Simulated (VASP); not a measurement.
A run of VASP 6.6.1 is set up as follows.

POSCAR

```
Cu
1.0
   -1.3706536540      1.3706536540      1.3760814500
    1.3706536540     -1.3706536540      1.3760814500
    1.3706536540      1.3706536540     -1.3760814500
Cu
1
Direct
    0.0000000000      0.0000000000      0.0000000000
```

INCAR.step1

```
SYSTEM = Cu
  PREC = Accurate
  ENCUT = 520
  ISMEAR = 0
  SIGMA = 0.15
  LREAL = .False.
  LASPH = .True.
  NELM = 100
  NBANDS = 12
  GGA = PE
  ALGO = Normal
  EDIFF = 1E-4
  LWAVE = .True.
  LCHARG = .False.
```

The input INCAR.step2:

```
SYSTEM = Cu
  PREC = Accurate
  ENCUT = 520
  EDIFF = 1E-6
  ISMEAR = 0
  SIGMA = 0.15
  LREAL = .False.
  LASPH = .True.
  NELM = 100
  ALGO = Normal
  ISIF = 2
  LWAVE = .False.
  LCHARG = .True.
  METAGGA = R2SCAN
  LMIXTAU = .True.
  LELF = .True.
  LVHAR = .True.
  NBANDS = 12
  ISTART = 1
```

The input KPOINTS:

```
regular mesh
0
Gamma
  24 24 24
  0 0 0
```

Potentials or basis: VASP PAW PBE potentials, release 64 (Cu).

Launch:

```console
$ cat potpaw_PBE.64/Cu/POTCAR > POTCAR
$ cp INCAR.step1 INCAR
$ mpirun -np 1 vasp_std > vasp.out
$ cp INCAR.step2 INCAR
$ mpirun -np 1 vasp_std > vasp.out
```

Q: Predict the band gap on the k mesh.

A: Zero (an odd number of electrons rules out a gap without spin polarisation).

Q: Estimate the pressure.

A: 22.5 GPa.

Caveat: the cell differs from its parent crystal (strain -0.050 along x and y, +0.000 along z); the cell stands under pressure; the PAW data sets were made with another functional, which shifts forces and pressure a little.
